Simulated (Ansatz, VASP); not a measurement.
**One calculation of Os, two programs**

The input INCAR:

```
SYSTEM = Os
PREC = Accurate
ENCUT = 520
EDIFF = 1E-6
ISMEAR = -1
SIGMA = 0.1
LREAL = .FALSE.
LASPH = .TRUE.
NELM = 60
ALGO = Normal
ISIF = 2
LWAVE = .FALSE.
LCHARG = .FALSE.
GGA = PE
NBANDS = 19
```

Contents of KPOINTS:

```
Automatic mesh
0
G
  10 10 13
  0 0 0
```

File POSCAR:

```
Os
1.0
    4.3238447584      0.0000000000      0.0000000000
   -2.1619223792      3.7445594028      0.0000000000
    0.0000000000      0.0000000000      2.7210781628
Os
3
Direct
    1.0000000000      1.0000000000      1.0000000000
    0.3333333333      0.6666666667      0.5000000000
    0.6666666667      0.3333333333      0.5000000000
```

Input for Ansatz:

```yaml
crystal:
  lattice:
    - [4.3238447584, 0.0, 0.0]
    - [-2.1619223792, 3.7445594028, 0.0]
    - [0.0, 0.0, 2.7210781628]
  atoms:
    - { symbol: Os, position: [1.0, 1.0, 1.0] }
    - { symbol: Os, position: [0.3333333333, 0.6666666667, 0.5] }
    - { symbol: Os, position: [0.6666666667, 0.3333333333, 0.5] }
hamiltonian:
  xc: pbe
  pseudopotentials:
    kind: paw
    azcp:
      Os: "pseudopotentials/Os.paw.azcp"
basis:
  ecutwfc: 420
  fft_grid_basis: typed
kpoints:
  mp_grid: { grid: [10, 10, 13], shift: [0, 0, 0] }
magnetization:
  spin_polarized: false
scf:
  occupations: { method: fermi_dirac, width: 0.1 }
  lower_state_search: "off"
output:
  stress: true
```

Alike in both runs: task single point; functional PBE; k mesh 10 × 10 × 13; occupations fermi-dirac, width 0.1 eV; no spin polarisation.

```csv
,VASP,Ansatz
version,VASP 6.6.1,Ansatz 0.2.0
potentials or method,"VASP PAW PBE potentials, release 64 (Os), cutoff 520 eV","plane waves (420 eV) with PAW, scalar-relativistic"
valence electrons in the cell,24,48
```

```tsv
	VASP	Ansatz	Ansatz less VASP
pressure (GPa)	-0.3	-0.1	+0.23
traceless stress, the component that is largest in VASP (GPa)	0.68	0.49	-0.193
```

The functional is the same, so the differences come from potentials, cutoffs and numerics. VASP's potentials hold 24 valence electrons a cell and Ansatz's 48, so a difference there can come from the potentials and not from the codes.

Neither program's run includes spin-orbit coupling.
